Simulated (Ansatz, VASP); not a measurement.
**Two plane-wave programs on MgS**

```
CELL_PARAMETERS angstrom
0.00000 2.60152 2.60152
2.60152 0.00000 2.60152
2.60152 2.60152 0.00000
ATOMIC_POSITIONS crystal
Mg 0.00000 0.00000 0.00000
S 0.50000 0.50000 0.50000
```

Alike in both runs: task single point; functional PBE-based screened hybrid; k mesh 4 × 4 × 4; no spin polarisation.

|  | VASP | Ansatz |
| --- | --- | --- |
| version | VASP 6.6.1 | Ansatz 0.2.0 |
| potentials or method | VASP PAW PBE potentials, release 64 (Mg, S) | plane waves |
| plane-wave cutoff (eV) | 520 | 420 |
| occupations | gaussian, width 0.01 eV | fixed |
| valence electrons in the cell | 8 | 16 |

Ansatz gave:

- gap on the k mesh at the Fermi level (eV): 7.05
- pressure (GPa): -3.3

**Question.** What did VASP give for the same quantities?

**Answer.** gap on the k mesh at the Fermi level (eV): 6.96; pressure (GPa): -4.0.

VASP's potentials were made for PBE, not for PBE-based screened hybrid. VASP's potentials hold 8 valence electrons a cell and Ansatz's 16, so a difference there can come from the potentials and not from the codes. Ansatz's warnings: stress exchange threshold loose, stress scf threshold loose.

The k mesh is coarse, so the values compare programs but aren't converged.
